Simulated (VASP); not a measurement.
# Zr (R-3m) in VASP: notebook

Runs on Zr. Level: PBE. Tasks: single point.

Everything below comes from runs of VASP 6.6.1. Logs are shortened: lines on timing, memory, paths and dates and some standing lists are left out, and cuts for length are marked.

## Step 1: The cell of the first run

It takes space group R-3m (No. 166, trigonal). The conventional cell has a = 4.357 Å, b = 4.357 Å, c = 10.674 Å, α = 90.00°, β = 90.00°, γ = 120.00°. Zr (site symmetry 3m) has 4 Zr at 2.59 to 2.94 Å within 3.4 Å.

## Step 2: Single point, PBE (shortest bond scaled by 1.1)

File INCAR:

```
SYSTEM = Zr
PREC = Accurate ; ENCUT = 520
EDIFF = 1E-6 ; ISMEAR = -1
SIGMA = 0.05 ; LREAL = .FALSE.
LASPH = .TRUE. ; NELM = 100
ALGO = Normal ; ISIF = 2
LWAVE = .FALSE. ; LCHARG = .FALSE.
GGA = PE ; NBANDS = 19
```

File KPOINTS:

```
regular mesh
0
G
  9 9 9
  0 0 0
```

File POSCAR:

```
Zr
1.0
    0.0000000000      3.0812078526      3.0812078526
    3.0812078526      0.0000000000      3.0812078526
    3.0812078526      3.0812078526      0.0000000000
Zr
2
Direct
   -0.0875000000     -0.1375000000     -0.1375000000
    0.0875000000      0.1375000000      0.1375000000
```

Potentials or basis: VASP PAW PBE potentials, release 64 (Zr_sv).

The run is started by

```sh
> cat potpaw_PBE.64/Zr_sv/POTCAR > POTCAR
> mpirun -np 1 vasp_std > vasp.out
```

OUTCAR:

```text
SYSTEM = Zr
   PREC = Accurate
   ENCUT = 520
   EDIFF = 1E-6
   ISMEAR = -1
   LREAL = .FALSE.
   LASPH = .TRUE.
   NELM = 100
   ISIF = 2
   GGA = PE

 ion  position               nearest neighbor table
   1  0.913  0.862  0.862-   2 2.59   2 2.59   2 2.59   2 2.94
   2  0.087  0.138  0.138-   1 2.59   1 2.59   1 2.59   1 2.94

  LATTYP: Found a face centered cubic cell.
 ALAT       =     6.1624157052

  Lattice vectors:

 A1 = (   0.0000000000,   3.0812078526,   3.0812078526)
 A2 = (   3.0812078526,   0.0000000000,   3.0812078526)
 A3 = (   3.0812078526,   3.0812078526,   0.0000000000)

Analysis of symmetry for initial positions (statically):
=====================================================================
 Subroutine PRICEL returns:
 Original cell was already a primitive cell.

 Routine SETGRP: Setting up the symmetry group for a
 face centered cubic supercell.

 Subroutine GETGRP returns: Found 12 space group operations
 (whereof  4 operations were pure point group operations)
 out of a pool of 48 trial point group operations.

The static configuration has the point symmetry C_2h.
 The point group associated with its full space group is D_3d.

Analysis of symmetry for dynamics (positions and initial velocities):
=====================================================================
 Subroutine PRICEL returns:
 Original cell was already a primitive cell.

 Routine SETGRP: Setting up the symmetry group for a
 face centered cubic supercell.

 Subroutine GETGRP returns: Found 12 space group operations
 (whereof  4 operations were pure point group operations)
 out of a pool of 48 trial point group operations.

The dynamic configuration has the point symmetry C_2h.
 The point group associated with its full space group is D_3d.

 Subroutine INISYM returns: Found 12 space group operations
 (whereof  4 operations are pure point group operations),
 and found     1 'primitive' translations

----------------------------------------------------------------------------------------

                                     Primitive cell

  volume of cell :      58.5050

  direct lattice vectors                    reciprocal lattice vectors
     0.000000000  3.081207853  3.081207853    -0.162274025  0.162274025  0.162274025
     3.081207853  0.000000000  3.081207853     0.162274025 -0.162274025  0.162274025
     3.081207853  3.081207853  0.000000000     0.162274025  0.162274025 -0.162274025

  length of vectors
     4.357485934  4.357485934  4.357485934     0.281066856  0.281066856  0.281066856

  position of ions in fractional coordinates (direct lattice)
     0.912500000  0.862500000  0.862500000
     0.087500000  0.137500000  0.137500000

  ion indices of the primitive-cell ions
   primitive index   ion index
                 1           1
                 2           2

----------------------------------------------------------------------------------------

 KPOINTS: regular mesh

Automatic generation of k-mesh.
 Grid dimensions read from file:
 generate k-points for:    9    9    9

 Generating k-lattice:

  Cartesian coordinates                     Fractional coordinates (reciprocal lattice)
    -0.018030447  0.018030447  0.018030447     0.111111111  0.000000000  0.000000000
     0.018030447 -0.018030447  0.018030447     0.000000000  0.111111111  0.000000000
     0.018030447  0.018030447 -0.018030447     0.000000000  0.000000000  0.111111111

  Length of vectors
     0.031229651  0.031229651  0.031229651

  Shift w.r.t. Gamma in fractional coordinates (k-lattice)
     0.000000000  0.000000000  0.000000000

 Subroutine IBZKPT returns following result:
 ===========================================

 Found     85 irreducible k-points:

 Following reciprocal coordinates:
            Coordinates               Weight
  0.000000  0.000000  0.000000      1.000000
  0.111111  0.000000  0.000000      2.000000
  0.000000  0.111111  0.000000      6.000000
  0.222222  0.000000  0.000000      2.000000
  0.000000  0.222222  0.000000      6.000000
  0.333333  0.000000  0.000000      2.000000
[... 16 lines left out ...]
 -0.333333  0.111111  0.000000      6.000000
  0.000000 -0.333333  0.111111     12.000000
 [... further k-points ...]
   k-points           NKPTS =     85   k-points in BZ     NKDIM =     85   number of bands    NBANDS=     19
   number of dos      NEDOS =    301   number of ions     NIONS =      2
   total plane-waves  NPLWV =  32768
   dimension x,y,z NGX =    32 NGY =   32 NGZ =   32
   dimension x,y,z NGXF=    64 NGYF=   64 NGZF=   64
   ions per type =               2
   NGX,Y,Z   is equivalent  to a cutoff of  12.21, 12.21, 12.21 a.u.
   NGXF,Y,Z  is equivalent  to a cutoff of  24.42, 24.42, 24.42 a.u.
 SYSTEM =  Zr
   PREC   = accura    normal or accurate (medium, high low for compatibility)
   ISTART =      0    job   : 0-new  1-cont  2-samecut
   ICHARG =      2    charge: 1-file 2-atom 10-const
   ISPIN  =      1    spin polarized calculation?
   LNONCOLLINEAR =      F non collinear calculations
   LSORBIT =      F    spin-orbit coupling
   LASPH  =      T    aspherical Exc in radial PAW
   ENCUT  =  520.0 eV  38.22 Ry    6.18 a.u.   8.10  8.10  8.10*2*pi/ulx,y,z
   NELM   =    100;   NELMIN=  2; NELMDL= -5     # of ELM steps
   EDIFF  = 0.1E-05   stopping-criterion for ELM
   LREAL  =      F    real-space projection
   EDIFFG = 0.1E-04   stopping-criterion for IOM
   NSW    =      0    number of steps for IOM
   IBRION =     -1    ionic relax: 0-MD 1-quasi-New 2-CG
   NFREE  =      0    steps in history (QN), initial steepest desc. (CG)
   ISIF   =      2    stress and relaxation
   ISYM   =      2    0-nonsym 1-usesym 2-fastsym
   POTIM  = 0.5000    time-step for ionic-motion
   TEBEG  =    0.0;   TEEND  =   0.0 temperature during run
   PSTRESS=    0.0 pullay stress
   NELECT =      24.0000    total number of electrons
   NUPDOWN=      -1.0000    fix difference up-down
   EMIN   =  10.00;   EMAX   =-10.00  energy-range for DOS
   EFERMI =   0.00;   METHOD = LEGACY
   ISMEAR =    -1;   SIGMA  =   0.05  broadening in eV -4-tet -1-fermi 0-gaus
   EFERMI_NEDOS =   21; number of points for ismear=-14 and -15
   IALGO  =     38    algorithm
   IMIX   =      4    mixing-type and parameters
     AMIX     =   0.40;   BMIX     =  1.00
     AMIX_MAG =   1.60;   BMIX_MAG =  1.00
  volume/ion in A,a.u.               =      29.25       197.41
  Fermi-wavevector in a.u.,A,eV,Ry     =   1.216413  2.298687 20.131992  1.479660
  Thomas-Fermi vector in A             =   2.351767
   LORBIT       =      0    0 simple, 1 ext, 2 COOP (PROOUT), +10 PAW based schemes
   GGA     = PE    functional components
   LHFCALC =     F    Hartree Fock is set to
   AEXX    =    0.0000 exact exchange contribution
   IVDW    =     0    specifies the selected vdW correction
   LEPSILON=     F    determine dielectric tensor
   LRPA    =     F    only Hartree local field effects (RPA)
 non-spin polarized calculation
  energy-cutoff  :      520.00
  volume of cell :       58.51
 maximum number of plane-waves:      1592
   NGX = 17   NGY = 17   NGZ = 17

 number of electron      24.0000000 magnetization

 Free energy of the ion-electron system (eV)
  ---------------------------------------------------
  ext. energy  EPLUGINS =         0.00000000
  ---------------------------------------------------
  free energy    TOTEN  =       -12.27301946 eV

  energy without entropy =      -12.24154188  energy(sigma->0) =      -12.25728067

 E-fermi :   6.0402     XC(G=0):  -9.7582

 val. band max:        6.0336337372   @ k =   0.0000   0.4444   0.3333
 cond. band min:       6.0532282715   @ k =   0.2222  -0.3333   0.4444
 fundamental gap:      0.0195945343
 Fermi energy:         6.0401762198

 k-point     1 :       0.0000    0.0000    0.0000
  band No.  band energies     occupation
      1     -42.8472      2.00000
      2     -42.1058      2.00000
      3     -21.4718      2.00000
      4     -21.4718      2.00000
      5     -20.7026      2.00000
      6     -20.4502      2.00000
[... 11 lines left out ...]
     18      11.5425      0.00000
     19      11.5425      0.00000

 k-point     2 :       0.1111    0.0000    0.0000
  band No.  band energies     occupation
      1     -42.8405      2.00000
      2     -42.1128      2.00000
      3     -21.4789      2.00000
      4     -21.4789      2.00000
      5     -20.7608      2.00000
      6     -20.3952      2.00000
[... 11 lines left out ...]
     18      11.4578      0.00000
     19      11.4578      0.00000

 k-point     3 :       0.0000    0.1111    0.0000
  band No.  band energies     occupation
      1     -42.8292      2.00000
      2     -42.1257      2.00000
      3     -21.4928      2.00000
      4     -21.4555      2.00000
      5     -20.7348      2.00000
      6     -20.4222      2.00000
[... 11 lines left out ...]
     18      11.5302      0.00000
     19      11.5859      0.00000

 k-point     4 :       0.2222    0.0000    0.0000
  band No.  band energies     occupation
      1     -42.8230      2.00000
      2     -42.1311      2.00000
      3     -21.4967      2.00000
      4     -21.4967      2.00000
      5     -20.8629      2.00000
      6     -20.3012      2.00000
[... 11 lines left out ...]
     18      11.1654      0.00000
     19      11.1654      0.00000

 k-point     5 :       0.0000    0.2222    0.0000
  band No.  band energies     occupation
      1     -42.7785      2.00000
      2     -42.1813      2.00000
      3     -21.5432      2.00000
      4     -21.4113      2.00000
      5     -20.8082      2.00000
      6     -20.3589      2.00000
[... 11 lines left out ...]
     18      11.4647      0.00000
     19      11.6422      0.00000
[... 334 lines left out ...]
      2     -42.3557      2.00000
      3     -21.6740      2.00000
      4     -21.2326      2.00000
      5     -20.9765      2.00000
      6     -20.2113      2.00000
[... 11 lines left out ...]
     18      10.8140      0.00000
     19      11.2060      0.00000

 k-point    22 :       0.1111    0.0000   -0.4444
  band No.  band energies     occupation
      1     -42.6294      2.00000
      2     -42.3396      2.00000
      3     -21.6361      2.00000
      4     -21.3321      2.00000
      5     -20.9164      2.00000
      6     -20.2771      2.00000
[... 11 lines left out ...]
     18      11.0758      0.00000
     19      11.3288      0.00000

 k-point    23 :      -0.3333    0.1111    0.0000
  band No.  band energies     occupation
      1     -42.7787      2.00000
      2     -42.1783      2.00000
      3     -21.5354      2.00000
      4     -21.5183      2.00000
      5     -20.9402      2.00000
      6     -20.2431      2.00000
[... 11 lines left out ...]
     18       9.8166      0.00000
     19      11.0229      0.00000

 k-point    24 :       0.0000   -0.3333    0.1111
  band No.  band energies     occupation
      1     -42.6602      2.00000
      2     -42.3077      2.00000
      3     -21.6540      2.00000
      4     -21.2565      2.00000
      5     -20.9486      2.00000
      6     -20.2320      2.00000
[... 11 lines left out ...]
     18      10.8150      0.00000
     19      11.4936      0.00000

 [... further k-points ...]

------------------------ aborting loop because EDIFF is reached ----------------------------------------

  FORCE on cell =-STRESS in cart. coord.  units (eV):
  Direction    XX          YY          ZZ          XY          YZ          ZX
  --------------------------------------------------------------------------------------
  -------------------------------------------------------------------------------------
  Total        0.9776240      0.9776240      0.9776240      1.4007627     -1.4007627      1.4007627
  in kB       26.7725331     26.7725331     26.7725331     38.3603152    -38.3603152     38.3603152
  external PRESSURE =      26.7725331 kB  Pullay stress =       0.0000000 kB

 VOLUME and BASIS-vectors are now :
 -----------------------------------------------------------------------------
  energy-cutoff  :      520.00
  volume of cell :       58.51
      direct lattice vectors                 reciprocal lattice vectors
     0.000000000  3.081207853  3.081207853    -0.162274025  0.162274025  0.162274025
     3.081207853  0.000000000  3.081207853     0.162274025 -0.162274025  0.162274025
     3.081207853  3.081207853  0.000000000     0.162274025  0.162274025 -0.162274025

 POSITION                                       TOTAL-FORCE (eV/Angst)
 -----------------------------------------------------------------------------------
      5.31508      5.46914      5.46914        -0.189981      0.189981      0.189981
      0.84733      0.69327      0.69327         0.189981     -0.189981     -0.189981
 -----------------------------------------------------------------------------------
    total drift:                               -0.000000      0.000000     -0.000000

  FREE ENERGIE OF THE ION-ELECTRON SYSTEM (eV)
  ---------------------------------------------------
  free  energy   TOTEN  =       -12.2730194599 eV

  energy  without entropy=      -12.2415418760  energy(sigma->0) =      -12.25728067
```

Wall time 48 s (1 thread of Intel Xeon Platinum 8488C (Sapphire Rapids), shared host); peak memory 0.22 GiB.

What came out:

- Free energy: -12.2730 eV
- Pressure: 2.7 GPa
- Largest force: 0.329 eV/Å
- Band gap on the k mesh: zero (band 12 reaches 6.16 eV, above the bottom of band 13 at 5.71 eV)

Forces on the atoms (eV/Å):
```
Zr  -0.190  0.190  0.190
Zr   0.190 -0.190 -0.190
```

Caveat: the cell differs from its parent crystal (shortest bond scaled by 1.1).

(Continued in part 2 of 2.)
